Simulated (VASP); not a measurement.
# Cu (Fm-3m) in VASP: notebook, part 2 of 2

VASP 6.6.1. Earlier steps stand in the parts before.

**4. Single point, r2SCAN**

Input file POSCAR:

```
Cu
1.0
    0.0000000000      1.7881324402      1.7881324402
    1.7881324402      0.0000000000      1.7881324402
    1.7881324402      1.7881324402      0.0000000000
Cu
1
Direct
    0.0000000000      0.0000000000      0.0000000000
```

Input file INCAR.step1:

```
PREC = Accurate
ENCUT = 520
ISMEAR = 1
SIGMA = 0.03
LREAL = False
LASPH = True
NELM = 80
NBANDS = 12
GGA = PE
ALGO = Normal
EDIFF = 1E-4
LWAVE = True
LCHARG = False
```

Input file INCAR.step2:

```
PREC = Accurate
ENCUT = 520
EDIFF = 1E-7
ISMEAR = 1
SIGMA = 0.03
LREAL = False
LASPH = True
NELM = 80
ALGO = Normal
ISIF = 2
LWAVE = False
LCHARG = False
METAGGA = R2SCAN
LMIXTAU = True
NBANDS = 12
ISTART = 1
```

Input file KPOINTS:

```
Automatic mesh
0
Gamma
  15 15 15
```

Potentials or basis: VASP PAW PBE potentials, release 64 (Cu).

Launch:

```bash
> cat potpaw_PBE.64/Cu/POTCAR > POTCAR
> cp INCAR.step1 INCAR
> mpirun -np 1 vasp_std > vasp.out
> cp INCAR.step2 INCAR
> mpirun -np 1 vasp_std > vasp.out
```

OUTCAR:

```text
PREC = Accurate
   ENCUT = 520
   EDIFF = 1E-7
   ISMEAR = 1
   LREAL = False
   LASPH = True
   NELM = 80
   ISIF = 2
   METAGGA = R2SCAN
   ISTART = 1

 ion  position               nearest neighbor table
   1  0.000  0.000  0.000-

  LATTYP: Found a face centered cubic cell.
 ALAT       =     3.5762648804

  Lattice vectors:

 A1 = (   0.0000000000,   1.7881324402,   1.7881324402)
 A2 = (   1.7881324402,   0.0000000000,   1.7881324402)
 A3 = (   1.7881324402,   1.7881324402,   0.0000000000)

Analysis of symmetry for initial positions (statically):
=====================================================================
 Subroutine PRICEL returns:
 Original cell was already a primitive cell.

 Routine SETGRP: Setting up the symmetry group for a
 face centered cubic supercell.

 Subroutine GETGRP returns: Found 48 space group operations
 (whereof 48 operations were pure point group operations)
 out of a pool of 48 trial point group operations.

The static configuration has the point symmetry O_h .

Analysis of symmetry for dynamics (positions and initial velocities):
=====================================================================
 Subroutine PRICEL returns:
 Original cell was already a primitive cell.

 Routine SETGRP: Setting up the symmetry group for a
 face centered cubic supercell.

 Subroutine GETGRP returns: Found 48 space group operations
 (whereof 48 operations were pure point group operations)
 out of a pool of 48 trial point group operations.

The dynamic configuration has the point symmetry O_h .

 Subroutine INISYM returns: Found 48 space group operations
 (whereof 48 operations are pure point group operations),
 and found     1 'primitive' translations

----------------------------------------------------------------------------------------

                                     Primitive cell

  volume of cell :      11.4348

[... 107 lines left out ...]
  volume/ion in A,a.u.               =      11.43        77.17
  Fermi-wavevector in a.u.,A,eV,Ry     =   1.616079  3.053947 35.534510  2.611713
  Thomas-Fermi vector in A             =   2.710724
   LORBIT       =      0    0 simple, 1 ext, 2 COOP (PROOUT), +10 PAW based schemes
   METAGGA = R2SCAN    functional components
   LHFCALC =     F    Hartree Fock is set to
   AEXX    =    0.0000 exact exchange contribution
   IVDW    =     0    specifies the selected vdW correction
   LEPSILON=     F    determine dielectric tensor
   LRPA    =     F    only Hartree local field effects (RPA)
 non-spin polarized calculation
 Methfessel and Paxton  Order N= 1 SIGMA  =   0.03
  energy-cutoff  :      520.00
  volume of cell :       11.43
 maximum number of plane-waves:       331
   NGX =  9   NGY =  9   NGZ =  9

 number of electron      11.0000012 magnetization

 Free energy of the ion-electron system (eV)
  ---------------------------------------------------
  ext. energy  EPLUGINS =         0.00000000
  ---------------------------------------------------
  free energy    TOTEN  =       -10.82504943 eV

  energy without entropy =      -10.82493356  energy(sigma->0) =      -10.82501081

 E-fermi :   7.8848     XC(G=0): -13.9662

 val. band max:        7.8623626014   @ k =  -0.4000   0.1333   0.0000
 cond. band min:       7.8854813287   @ k =  -0.4667   0.1333   0.0667
 fundamental gap:      0.0231187273
 Fermi energy:         7.8848041029

 k-point     1 :       0.0000    0.0000    0.0000
  band No.  band energies     occupation
      1      -2.1272      2.00000
      2       4.5506      2.00000
      3       4.5507      2.00000
      4       4.5507      2.00000
      5       5.4081      2.00000
      6       5.4081      2.00000
      7      31.4514      0.00000
      8      34.7442      0.00000
      9      34.7442      0.00000
     10      34.7445      0.00000
     11      37.1569      0.00000
     12      37.1570      0.00000
[... 331 lines left out ...]
 k-point    24 :       0.2000    0.1333    0.0000
  band No.  band energies     occupation
      1      -0.6293      2.00000
      2       4.1564      2.00000
      3       4.8349      2.00000
      4       4.8679      2.00000
      5       5.1458      2.00000
      6       5.5564      2.00000
      7      26.5215      0.00000
      8      29.0528      0.00000
      9      29.8893      0.00000
     10      32.2195      0.00000
     11      35.5522      0.00000
     12      41.1401      0.00000

 [... further k-points ...]
[... 5 lines left out ...]
  --------------------------------------------------------------------------------------
  -------------------------------------------------------------------------------------
  Total        0.0224850      0.0224850      0.0224850      0.0000000      0.0000000      0.0000000
  in kB        3.1504588      3.1504588      3.1504588      0.0000000      0.0000000      0.0000000
  external PRESSURE =       3.1504588 kB  Pullay stress =       0.0000000 kB

 VOLUME and BASIS-vectors are now :
 -----------------------------------------------------------------------------
  energy-cutoff  :      520.00
  volume of cell :       11.43
      direct lattice vectors                 reciprocal lattice vectors
     0.000000000  1.788132440  1.788132440    -0.279621346  0.279621346  0.279621346
     1.788132440  0.000000000  1.788132440     0.279621346 -0.279621346  0.279621346
     1.788132440  1.788132440  0.000000000     0.279621346  0.279621346 -0.279621346

 POSITION                                       TOTAL-FORCE (eV/Angst)
 -----------------------------------------------------------------------------------
      0.00000      0.00000      0.00000        -0.000000     -0.000000     -0.000000
 -----------------------------------------------------------------------------------
    total drift:                                0.000000      0.000000      0.000000

  FREE ENERGIE OF THE ION-ELECTRON SYSTEM (eV)
  ---------------------------------------------------
  free  energy   TOTEN  =       -10.8250494305 eV

  energy  without entropy=      -10.8249335622  energy(sigma->0) =      -10.82501081
```

OUTCAR.step1:

```text
PREC = Accurate
   ENCUT = 520
   ISMEAR = 1
   LREAL = False
   LASPH = True
   NELM = 80
[... 574 lines left out ...]

 POSITION                                       TOTAL-FORCE (eV/Angst)
 -----------------------------------------------------------------------------------
      0.00000      0.00000      0.00000        -0.000000     -0.000000     -0.000000
 -----------------------------------------------------------------------------------
    total drift:                                0.000000      0.000000      0.000000

  FREE ENERGIE OF THE ION-ELECTRON SYSTEM (eV)
  ---------------------------------------------------
  free  energy   TOTEN  =        -3.7137094351 eV

  energy  without entropy=       -3.7135967842  energy(sigma->0) =       -3.71367188
```

OSZICAR.step1:

```text
N       E                     dE             d eps       ncg     rms          rms(c)
DAV:   1     0.436422687816E+02    0.43642E+02   -0.54105E+03  3220   0.154E+03
DAV:   2    -0.316255350602E+01   -0.46805E+02   -0.43002E+02  2944   0.208E+02
DAV:   3    -0.462398217663E+01   -0.14614E+01   -0.14548E+01  3420   0.415E+01
DAV:   4    -0.463302838957E+01   -0.90462E-02   -0.90451E-02  3280   0.292E+00
DAV:   5    -0.463310960535E+01   -0.81216E-04   -0.81215E-04  3412   0.280E-01    0.774E+00
DAV:   6    -0.406847723382E+01    0.56463E+00   -0.14102E+01  3432   0.718E+01    0.374E+00
DAV:   7    -0.372773215035E+01    0.34075E+00   -0.21671E+00  3464   0.280E+01    0.640E-01
DAV:   8    -0.371485847121E+01    0.12874E-01   -0.48593E-03  3704   0.738E-01    0.254E-01
DAV:   9    -0.371370516546E+01    0.11533E-02   -0.68275E-03  3580   0.144E+00    0.265E-02
DAV:  10    -0.371370943507E+01   -0.42696E-05   -0.19263E-05  1868   0.766E-02
   1 F= -.37137094E+01 E0= -.37136719E+01  d E =-.112651E-03
```

Run time: 2 min. Hardware: 1 thread of Intel Xeon 8259CL, shared host; peak memory 0.13 GiB.

What came out:

```
Free energy : -10.8250 eV
Pressure    : 0.3 GPa
```

Caveat: the PAW data sets were made with another functional, which shifts forces and pressure a little.

**5. Single point, r2SCAN**

POSCAR is that of step 4.

Input file INCAR.step1:

```
  PREC = Accurate
  ENCUT = 520
  ISMEAR = 1
  SIGMA = 0.1
  LREAL = False
  LASPH = True
  NELM = 60
  NBANDS = 12
  GGA = PE
  ALGO = Normal
  EDIFF = 1E-4
  LWAVE = True
  LCHARG = False
```

Input file INCAR.step2:

```
  PREC = Accurate
  ENCUT = 520
  EDIFF = 1E-6
  ISMEAR = 1
  SIGMA = 0.1
  LREAL = False
  LASPH = True
  NELM = 60
  ALGO = Normal
  ISIF = 2
  LWAVE = False
  LCHARG = True
  METAGGA = R2SCAN
  LMIXTAU = True
  LELF = True
  LVHAR = True
  NBANDS = 12
  ISTART = 1
```

Input file KPOINTS:

```
regular mesh
0
Gamma
  15 15 15
```

Launch:

```bash
> cat potpaw_PBE.64/Cu/POTCAR > POTCAR
> cp INCAR.step1 INCAR
> mpirun -np 1 vasp_std > vasp.out
> cp INCAR.step2 INCAR
> mpirun -np 1 vasp_std > vasp.out
```

Run time: 1.9 min. Hardware: 1 thread of Intel Xeon 8259CL, shared host; peak memory 0.14 GiB.

The run converged. Its results:

| Property | Result |
| --- | --- |
| Free energy | -10.8252 eV |
| Pressure | 0.3 GPa |

Levels at points of the mesh, in eV from the Fermi level:
```
           k point  band 3  band 4  band 5  band 6  band 7  band 8  band 9  band 10
(0.00, 0.00, 0.00)   -3.35   -3.35   -2.49   -2.49   23.55   26.85   26.85    26.85
```

Caveat: the PAW data sets were made with another functional, which shifts forces and pressure a little.

**6. Summary**

| smearing | gap on the mesh (eV) | pressure (GPa) |
| --- | --- | --- |
| methfessel-paxton 1 eV | none | -0.2 |
| methfessel-paxton 0.01 eV | none | 0.3 |
| methfessel-paxton 0.03 eV | none | 0.3 |
| methfessel-paxton 0.1 eV | none | 0.3 |

Alike in all rows: task single point; level r2SCAN; potentials or basis VASP PAW PBE potentials, release 64 (Cu); no spin polarisation; cell as given; k mesh 15 × 15 × 15; cutoff (eV) 520.

Every run on the cell as given and a fine mesh finds a metal.

Caveats: the PAW data sets were made with another functional, which shifts forces and pressure a little.

Absolute energies hang on the potentials; compare differences alone.
